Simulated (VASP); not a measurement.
Set up this calculation in VASP 6.6.1, as the native input.

```yaml
Task: single point
Functional: BLYP
Potentials_or_basis: VASP PAW PBE potentials, release 64 (Sr_sv)
Cutoff: 520 eV
k_mesh: 15 × 15 × 15
Occupations: fermi-dirac, width 0.1 eV
Spin: no spin polarisation
Dipole_correction: no
Further_INCAR_settings: ALGO = Normal; EDIFF = 1e-06; NBANDS = 11
```

The structure of Sr lies in POSCAR:

```
Sr
1.0
    0.0000000000      2.9589556154      2.9589556154
    2.9589556154      0.0000000000      2.9589556154
    2.9589556154      2.9589556154      0.0000000000
Sr
1
Direct
    0.0000000000      0.0000000000      0.0000000000
```

These files were run (other wordings do the same):

INCAR

```
PREC = Accurate
ENCUT = 520
EDIFF = 1E-6
ISMEAR = -1
SIGMA = 0.1
LREAL = False
LASPH = True
NELM = 100
ALGO = Normal
ISIF = 2
LWAVE = False
LCHARG = True
GGA = B5
ALDAX = 1.0
AGGAX = 1.0
AGGAC = 1.0
ALDAC = 0.0
LELF = True
LVHAR = True
NBANDS = 11
```

KPOINTS

```
regular mesh
0
Gamma
  15 15 15
```

Potentials or basis: VASP PAW PBE potentials, release 64 (Sr_sv).

Launch:

```console
$ cat potpaw_PBE.64/Sr_sv/POTCAR > POTCAR
$ mpirun -np 1 vasp_std > vasp.out
```

It gave:

The pressure is 1.1 GPa.

Caveat: the PAW data sets were made with another functional, which shifts forces and pressure a little.

Wall time 71 s on 1 thread of AMD EPYC 7R43 64-Core Processor (Zen 3), on a shared host, peak memory 0.18 GiB.
